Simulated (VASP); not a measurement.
Input of a VASP 6.6.1 run:

INCAR

```
ALGO = Normal ; EDIFF = 1E-6
ENCUT = 520 ; GGA = PE
ISIF = 2 ; ISMEAR = 0
LASPH = T ; LCHARG = F
LDAU = T ; LDAUJ = 0 0
LDAUL = 2 -1 ; LDAUPRINT = 1
LDAUTYPE = 2 ; LDAUU = 4 0
LMAXMIX = 4 ; LREAL = F
LWAVE = F ; NBANDS = 33
NELM = 150 ; PREC = Accurate
SIGMA = 0.05
```

Contents of KPOINTS:

```
k-points
0
Gamma
  8 8 8
```

The input POSCAR:

```
TiO2
1.0
   -1.7961012887      1.7961012887      5.5219338020
    1.7961012887     -1.7961012887      5.5219338020
    1.7961012887      1.7961012887     -5.5219338020
Ti O
2 4
Direct
    0.0000000000      0.0000000000      0.0000000000
    0.7500000000      0.2500000000      0.5000000000
    0.2103403591      0.2103403591      0.0000000000
    0.9603403591      0.4603403591      0.5000000000
    0.5396596409      0.0396596409      0.5000000000
    0.7896596409      0.7896596409      0.0000000000
```

Potentials or basis: VASP PAW PBE potentials, release 64 (Ti_sv, O).

The run is started by

```bash
$ cat potpaw_PBE.64/Ti_sv/POTCAR potpaw_PBE.64/O/POTCAR > POTCAR
$ mpirun -np 1 vasp_std > vasp.out
```

What does it give for the pressure?

14.9 GPa.

Predict the band gap on the k mesh.

2.77 eV (least direct gap 2.95 eV).

Forces on the atoms (eV/Å):
```
Ti   0.000  0.000  0.000
Ti   0.000  0.000  0.000
O    0.000  0.000 -1.868
O    0.000  0.000 -1.868
O    0.000  0.000  1.868
O    0.000  0.000  1.868
```

Caveat: the cell stands under pressure; forces of over 1 eV/Å act on the atoms, so gaps and moduli don't describe the material at rest. A k mesh can miss the band edges.
